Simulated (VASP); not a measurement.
# Cd3Pt in VASP: single point with PBEsol

Aim: the single point of Cd3Pt with PBEsol.

Everything below comes from runs of VASP 6.6.1. Logs are shortened: lines on timing, memory, paths and dates and some standing lists are left out, and cuts for length are marked.

**1. The cell of the first run**

The cell holds a disordered packing, 24 atoms: a = 7.780 Å, b = 7.600 Å, c = 7.781 Å, α = 93.56°, β = 94.57°, γ = 86.23°.

**2. Single point, PBEsol**

Contents of INCAR:

```
PREC = Accurate ; ENCUT = 520
EDIFF = 1E-7 ; ISMEAR = 0
SIGMA = 0.1 ; LREAL = Auto
LASPH = T ; NELM = 60
ALGO = Normal ; ISIF = 2
LWAVE = F ; LCHARG = F
GGA = PS ; NBANDS = 156
```

Contents of KPOINTS:

```
Automatic mesh
0
Gamma
  2 3 3
```

Contents of POSCAR:

```
Cd3Pt
1.0
    7.7702770000      0.2548550000     -0.3013030000
    0.2425550000      7.5932680000     -0.2240650000
   -0.3108900000     -0.2442270000      7.7713600000
Cd Pt
18 6
Direct
    0.3464874357      0.3219159235      0.4322101075
    0.2078962981      0.1228043694      0.0903579217
    0.6830409183      0.4954878175      0.4684074664
    0.5041471307      0.9839255362      0.3075146327
    0.1485051161      0.9347206877      0.4014962214
    0.3578250553      0.1724875663      0.7669262526
    0.6545622029      0.9909367314      0.9272218348
    0.2303976290      0.5595334886      0.7102747739
    0.1343137200      0.5361139692      0.0497100595
    0.8554374907      0.6588021681      0.7888874101
    0.4870100226      0.8000481960      0.6310836620
    0.8636433895      0.2881025122      0.9360875207
    0.0283729382      0.5771126731      0.3853121054
    0.4991764887      0.3530937900      0.1080929518
    0.0809120686      0.9307815451      0.7634580132
    0.6979960192      0.6716437183      0.1445457788
    0.8225032888      0.1564022915      0.2802932663
    0.0071636820      0.2634191589      0.5972510709
    0.6678600508      0.1709564994      0.6148743816
    0.5688483455      0.4784493891      0.8065377738
    0.8088441088      0.8526528695      0.4887135102
    0.3785752382      0.7862125847      0.9706384706
    0.9651567956      0.8761623257      0.0841450525
    0.3745301152      0.6510009860      0.3037653622
```

Potentials or basis: VASP PAW PBE potentials, release 64 (Cd, Pt).

Run with:

```bash
cat potpaw_PBE.64/Cd/POTCAR potpaw_PBE.64/Pt/POTCAR > POTCAR
mpirun -np 1 vasp_std > vasp.out
```

OUTCAR:

```text
PREC = Accurate
   ENCUT = 520
   EDIFF = 1E-7
   ISMEAR = 0
   LREAL = Auto
   LASPH = T
   NELM = 60
   ISIF = 2
   GGA = PS

 ion  position               nearest neighbor table
   1  0.346  0.322  0.432-  24 2.78   8 2.89   6 2.90  14 2.90   4 2.92  19 2.97   3 2.99  13 3.06
                            18 3.10   2 3.13   5 3.40  20 3.45   9 3.70
   2  0.208  0.123  0.090-  23 2.74   6 2.91   4 2.93  22 2.94  14 2.94   5 2.97  15 2.98  12 3.07
                             1 3.13   9 3.19  17 3.43
   3  0.683  0.495  0.468-  19 2.79  24 2.85  20 2.86  13 2.93  21 2.94  16 2.94  11 2.96  10 2.98
                             1 2.99  17 3.06  18 3.12  14 3.20
   4  0.504  0.984  0.308-  24 2.78  21 2.82  17 2.91   1 2.92   2 2.93  19 2.95   5 2.97  11 2.97
                            16 3.00  22 3.06   7 3.27  14 3.29
   5  0.149  0.935  0.401-  23 2.78  24 2.80  21 2.90  15 2.91  13 2.92   2 2.97   4 2.97  18 3.03
                            17 3.07  11 3.21   1 3.40   6 3.61
   6  0.358  0.172  0.767-  19 2.77   7 2.85   1 2.90   2 2.91  15 2.92  20 2.92  18 2.99  14 3.07
                             8 3.09  11 3.09  22 3.41   5 3.61
   7  0.655  0.991  0.927-  23 2.73  22 2.79   6 2.85  12 2.86  19 2.87  11 2.91  16 3.03  10 3.06
                            17 3.17  14 3.22   4 3.27  15 3.64
   8  0.230  0.560  0.710-  20 2.72  22 2.80   9 2.82  13 2.87   1 2.89  11 2.92  18 2.98  15 3.00
                            10 3.06   6 3.09  24 3.56
   9  0.134  0.536  0.050-  24 2.75  13 2.79   8 2.82  23 2.83  22 2.90  12 2.96  10 2.99  14 3.09
                             2 3.19  16 3.60   1 3.70
  10  0.855  0.659  0.789-  20 2.71  15 2.82  21 2.82  23 2.85   3 2.98   9 2.99   7 3.06   8 3.06
                            12 3.10  16 3.11  11 3.17  18 3.45  13 3.52
  11  0.487  0.800  0.631-  24 2.82  22 2.85  21 2.88  20 2.88   7 2.91   8 2.92   3 2.96   4 2.97
                             6 3.09  10 3.17   5 3.21  19 3.25  15 3.47
[... 9 lines left out ...]
                            20 3.06  10 3.11  13 3.13  12 3.47   9 3.60
  17  0.823  0.156  0.280-  23 2.77  18 2.85   4 2.91  21 2.91  19 2.95  12 2.96   3 3.06   5 3.07
                            14 3.09   7 3.17   2 3.43  13 3.69
  18  0.007  0.263  0.597-  19 2.79  17 2.85  15 2.91  12 2.93   8 2.98   6 2.99  13 3.00   5 3.03
                             1 3.10   3 3.12  10 3.45  21 3.60
  19  0.668  0.171  0.615-  21 2.75   6 2.77  20 2.79  18 2.79   3 2.79   7 2.87  12 2.94  17 2.95
                             4 2.95   1 2.97  11 3.25
  20  0.569  0.478  0.807-  14 2.69  10 2.71   8 2.72  12 2.78  19 2.79   3 2.86  11 2.88   6 2.92
                            22 2.96  16 3.06   1 3.45
  21  0.809  0.853  0.489-  13 2.74  19 2.75   4 2.82  10 2.82  11 2.88   5 2.90  17 2.91   3 2.94
                            15 2.95  16 3.02  23 3.48  18 3.60
  22  0.379  0.786  0.971-   7 2.79   8 2.80  16 2.84  11 2.85  24 2.85   9 2.90  15 2.91   2 2.94
                            20 2.96   4 3.06   6 3.41  23 3.42  14 3.57
  23  0.965  0.876  0.084-   7 2.73   2 2.74  16 2.76  17 2.77   5 2.78  15 2.78   9 2.83  10 2.85
                            13 3.35  22 3.42  12 3.43  21 3.48
  24  0.375  0.651  0.304-   9 2.75   1 2.78   4 2.78   5 2.80  14 2.81  11 2.82  22 2.85   3 2.85
                            16 2.91  13 2.91   8 3.56

  LATTYP: Found a triclinic cell.
 ALAT       =     7.7802917185
 B/A-ratio  =     1.3568538970
 C/A-ratio  =     0.9768842608
 COS(alpha) =     0.0026949897
 COS(beta)  =     0.0657394162
 COS(gamma) =     0.6783210461

  Lattice vectors:

 A1 = (  -7.7702770000,  -0.2548550000,   0.3013030000)
 A2 = (  -7.4593870000,  -0.0106280000,  -7.4700570000)
 A3 = (  -0.2425550000,  -7.5932680000,   0.2240650000)

Analysis of symmetry for initial positions (statically):
=====================================================================
 Subroutine PRICEL returns:
 Original cell was already a primitive cell.

 Routine SETGRP: Setting up the symmetry group for a
 triclinic supercell.

 Subroutine GETGRP returns: Found  1 space group operations
 (whereof  1 operations were pure point group operations)
 out of a pool of  2 trial point group operations.

The static configuration has the point symmetry C_1 .

Analysis of symmetry for dynamics (positions and initial velocities):
=====================================================================
 Subroutine PRICEL returns:
 Original cell was already a primitive cell.

 Routine SETGRP: Setting up the symmetry group for a
 triclinic supercell.

 Subroutine GETGRP returns: Found  1 space group operations
 (whereof  1 operations were pure point group operations)
 out of a pool of  2 trial point group operations.

The dynamic configuration has the point symmetry C_1 .

 Subroutine INISYM returns: Found  1 space group operations
 (whereof  1 operations are pure point group operations),
 and found     1 'primitive' translations

----------------------------------------------------------------------------------------

                                     Primitive cell

  volume of cell :     456.9429

  direct lattice vectors                    reciprocal lattice vectors
     7.770277000  0.254855000 -0.301303000     0.129021142 -0.003972756  0.005036587
     0.242555000  7.593268000 -0.224065000    -0.004173352  0.131946347  0.003979665
    -0.310890000 -0.244227000  7.771360000     0.004881945  0.003650269  0.128987622

  length of vectors
     7.780291719  7.600444525  7.781409620     0.129180514  0.132072302  0.129131578

  position of ions in fractional coordinates (direct lattice)
     0.346487436  0.321915924  0.432210107
     0.207896298  0.122804369  0.090357922
     0.683040918  0.495487817  0.468407466
     0.504147131  0.983925536  0.307514633
     0.148505116  0.934720688  0.401496221
     0.357825055  0.172487566  0.766926253
[... 16 lines left out ...]
     0.965156796  0.876162326  0.084145052
     0.374530115  0.651000986  0.303765362

  ion indices of the primitive-cell ions
   primitive index   ion index
                 1           1
                 2           2
                 3           3
                 4           4
                 5           5
                 6           6
[... 16 lines left out ...]
                23          23
                24          24

----------------------------------------------------------------------------------------

 KPOINTS: Automatic mesh

Automatic generation of k-mesh.
 Grid dimensions read from file:
 generate k-points for:    2    3    3

 Generating k-lattice:

  Cartesian coordinates                     Fractional coordinates (reciprocal lattice)
     0.064510571 -0.001986378  0.002518293     0.500000000  0.000000000  0.000000000
    -0.001391117  0.043982116  0.001326555     0.000000000  0.333333333  0.000000000
     0.001627315  0.001216756  0.042995874    -0.000000000 -0.000000000  0.333333333

  Length of vectors
     0.064590257  0.044024101  0.043043859

  Shift w.r.t. Gamma in fractional coordinates (k-lattice)
     0.000000000  0.000000000  0.000000000

 Subroutine IBZKPT returns following result:
 ===========================================

 Found     10 irreducible k-points:

 Following reciprocal coordinates:
            Coordinates               Weight
  0.000000  0.000000  0.000000      1.000000
  0.500000  0.000000  0.000000      1.000000
 -0.000000  0.333333 -0.000000      2.000000
  0.500000  0.333333  0.000000      2.000000
  0.000000  0.000000  0.333333      2.000000
  0.500000  0.000000  0.333333      2.000000
  0.000000  0.333333  0.333333      2.000000
  0.500000  0.333333  0.333333      2.000000
 -0.000000 -0.333333  0.333333      2.000000
  0.500000 -0.333333  0.333333      2.000000
   k-points           NKPTS =     10   k-points in BZ     NKDIM =     10   number of bands    NBANDS=    156
   number of dos      NEDOS =    301   number of ions     NIONS =     24
   total plane-waves  NPLWV = 216000
   dimension x,y,z NGX =    60 NGY =   60 NGZ =   60
   dimension x,y,z NGXF=   120 NGYF=  120 NGZF=  120
   ions per type =              18   6
   NGX,Y,Z   is equivalent  to a cutoff of  12.82, 13.12, 12.82 a.u.
   NGXF,Y,Z  is equivalent  to a cutoff of  25.64, 26.25, 25.64 a.u.
 SYSTEM =  unknown system
   PREC   = accura    normal or accurate (medium, high low for compatibility)
   ISTART =      0    job   : 0-new  1-cont  2-samecut
   ICHARG =      2    charge: 1-file 2-atom 10-const
   ISPIN  =      1    spin polarized calculation?
   LNONCOLLINEAR =      F non collinear calculations
   LSORBIT =      F    spin-orbit coupling
   LASPH  =      T    aspherical Exc in radial PAW
   ENCUT  =  520.0 eV  38.22 Ry    6.18 a.u.  14.47 14.13 14.47*2*pi/ulx,y,z
   NELM   =     60;   NELMIN=  2; NELMDL= -5     # of ELM steps
   EDIFF  = 0.1E-06   stopping-criterion for ELM
   LREAL  =      T    real-space projection
   EDIFFG = 0.1E-05   stopping-criterion for IOM
   NSW    =      0    number of steps for IOM
   IBRION =     -1    ionic relax: 0-MD 1-quasi-New 2-CG
   NFREE  =      0    steps in history (QN), initial steepest desc. (CG)
   ISIF   =      2    stress and relaxation
   ISYM   =      2    0-nonsym 1-usesym 2-fastsym
   POTIM  = 0.5000    time-step for ionic-motion
   TEBEG  =    0.0;   TEEND  =   0.0 temperature during run
   PSTRESS=    0.0 pullay stress
   NELECT =     276.0000    total number of electrons
   NUPDOWN=      -1.0000    fix difference up-down
   EMIN   =  10.00;   EMAX   =-10.00  energy-range for DOS
   EFERMI =   0.00;   METHOD = LEGACY
   ISMEAR =     0;   SIGMA  =   0.10  broadening in eV -4-tet -1-fermi 0-gaus
   EFERMI_NEDOS =   21; number of points for ismear=-14 and -15
   IALGO  =     38    algorithm
   IMIX   =      4    mixing-type and parameters
     AMIX     =   0.40;   BMIX     =  1.00
     AMIX_MAG =   1.60;   BMIX_MAG =  1.00
  volume/ion in A,a.u.               =      19.04       128.48
  Fermi-wavevector in a.u.,A,eV,Ry     =   1.383855  2.615106 26.055895  1.915054
  Thomas-Fermi vector in A             =   2.508414
   LORBIT       =      0    0 simple, 1 ext, 2 COOP (PROOUT), +10 PAW based schemes
   GGA     = PS    functional components
   LHFCALC =     F    Hartree Fock is set to
   AEXX    =    0.0000 exact exchange contribution
   IVDW    =     0    specifies the selected vdW correction
   LEPSILON=     F    determine dielectric tensor
   LRPA    =     F    only Hartree local field effects (RPA)
 non-spin polarized calculation
 Gauss-broadening in eV      SIGMA  =   0.10
  energy-cutoff  :      520.00
  volume of cell :      456.94
 maximum number of plane-waves:     12333
 NGX is ok and might be reduce to    60
   NGX = 29   NGY = 29   NGZ = 29

 number of electron     276.0000005 magnetization

 Free energy of the ion-electron system (eV)
  ---------------------------------------------------
  ext. energy  EPLUGINS =         0.00000000
  ---------------------------------------------------
  free energy    TOTEN  =       -66.31302209 eV

  energy without entropy =      -66.27231750  energy(sigma->0) =      -66.29266979

 E-fermi :   4.4894     XC(G=0): -11.9393

 val. band max:        4.4526648181   @ k =  -0.0000   0.3333  -0.0000
 cond. band min:       4.5218481431   @ k =   0.5000  -0.3333   0.3333
 fundamental gap:      0.0691833250
 Fermi energy:         4.4893703308

 k-point     1 :       0.0000    0.0000    0.0000
  band No.  band energies     occupation
      1      -5.3028      2.00000
      2      -5.2755      2.00000
      3      -5.2523      2.00000
      4      -5.2373      2.00000
      5      -5.1507      2.00000
      6      -5.1408      2.00000
[... 1519 lines left out ...]
    149       6.5504      0.00000
    150       6.8919      0.00000
 [bands above 150 left out]

------------------------ aborting loop because EDIFF is reached ----------------------------------------

  FORCE on cell =-STRESS in cart. coord.  units (eV):
  Direction    XX          YY          ZZ          XY          YZ          ZX
  --------------------------------------------------------------------------------------
  -------------------------------------------------------------------------------------
  Total        5.3849232     -1.4996631      0.8296340      0.5729955      0.3560711     -1.6063097
  in kB       18.8811374     -5.2582633      2.9089429      2.0090921      1.2484908     -5.6321982
  external PRESSURE =       5.5106057 kB  Pullay stress =       0.0000000 kB

 VOLUME and BASIS-vectors are now :
 -----------------------------------------------------------------------------
  energy-cutoff  :      520.00
  volume of cell :      456.94
      direct lattice vectors                 reciprocal lattice vectors
     7.770277000  0.254855000 -0.301303000     0.129021142 -0.003972756  0.005036587
     0.242555000  7.593268000 -0.224065000    -0.004173352  0.131946347  0.003979665
    -0.310890000 -0.244227000  7.771360000     0.004881945  0.003650269  0.128987622

 POSITION                                       TOTAL-FORCE (eV/Angst)
 -----------------------------------------------------------------------------------
      2.63602      2.42714      3.18233        -0.038148     -0.076514     -0.018859
      1.61711      0.96340      0.61205        -0.068452      0.115318      0.009393
      5.28198      3.82205      3.32334         0.013220      0.009286     -0.005036
      4.06042      7.52459      2.01744         0.019688      0.013010     -0.077619
      1.25583      7.03738      2.86599         0.002715      0.000416      0.020629
      2.58381      1.21363      5.81360         0.020393      0.059520      0.060846
[... 16 lines left out ...]
      7.68589      6.87836      0.16680         0.057099     -0.244191     -0.061869
      2.97367      4.96449      2.10196        -0.013347      0.020177      0.065281
 -----------------------------------------------------------------------------------
    total drift:                                0.001937     -0.001137     -0.004955

  FREE ENERGIE OF THE ION-ELECTRON SYSTEM (eV)
  ---------------------------------------------------
  free  energy   TOTEN  =       -66.3130220886 eV

  energy  without entropy=      -66.2723174965  energy(sigma->0) =      -66.29266979
```

Wall time 38 min (1 thread of Intel Xeon 8259CL, shared host); peak memory 0.77 GiB.

What came out:

```yaml
Free_energy: -66.3130 eV
Pressure: 0.6 GPa
Largest_force: 0.271 eV/Å
Band_gap_on_the_k_mesh: zero (bands 138 and 139 overlap by 0.88 eV)
```

Forces in eV/Å, atoms in the order of the input:
```
Cd  -0.038 -0.077 -0.019
Cd  -0.068  0.115  0.009
Cd   0.013  0.009 -0.005
Cd   0.020  0.013 -0.078
Cd   0.003  0.000  0.021
Cd   0.020  0.060  0.061
Cd   0.070  0.025  0.115
Cd   0.033  0.009 -0.118
Cd   0.012 -0.103 -0.068
Cd   0.072 -0.046 -0.023
Cd   0.094  0.117  0.008
Cd   0.080  0.030  0.074
Cd  -0.038 -0.052 -0.021
Cd   0.060 -0.185  0.112
Cd  -0.130  0.037  0.077
Cd   0.001 -0.004 -0.050
Cd  -0.002  0.036 -0.074
Cd   0.010  0.167  0.050
Pt  -0.040  0.011 -0.018
Pt   0.006 -0.007 -0.108
Pt   0.021 -0.046  0.005
Pt  -0.243  0.113  0.046
Pt   0.057 -0.244 -0.062
Pt  -0.013  0.020  0.065
```

Levels at points of the mesh, in eV from the Fermi level:
```csv
k point,band 134,band 135,band 136,band 137,band 138,band 139,band 140,band 141,band 142,band 143
"(0.00, 0.00, 0.00)",-1.27,-1.22,-1.10,-1.00,-0.91,-0.72,-0.37,0.85,0.94,1.29
"(0.50, 0.00, 0.00)",-1.03,-0.93,-0.72,-0.56,-0.52,-0.29,0.54,0.58,0.80,0.98
```

Caveat: the k points lie up to 0.41 Å⁻¹ apart, too coarse for converged energies and pressures of a metal; the PAW data sets were made with another functional, which shifts forces and pressure a little; spin-orbit coupling is left out, which moves the levels of the heavy elements.

The gap in the log of VASP goes by the Fermi energy; the results here count the filled bands.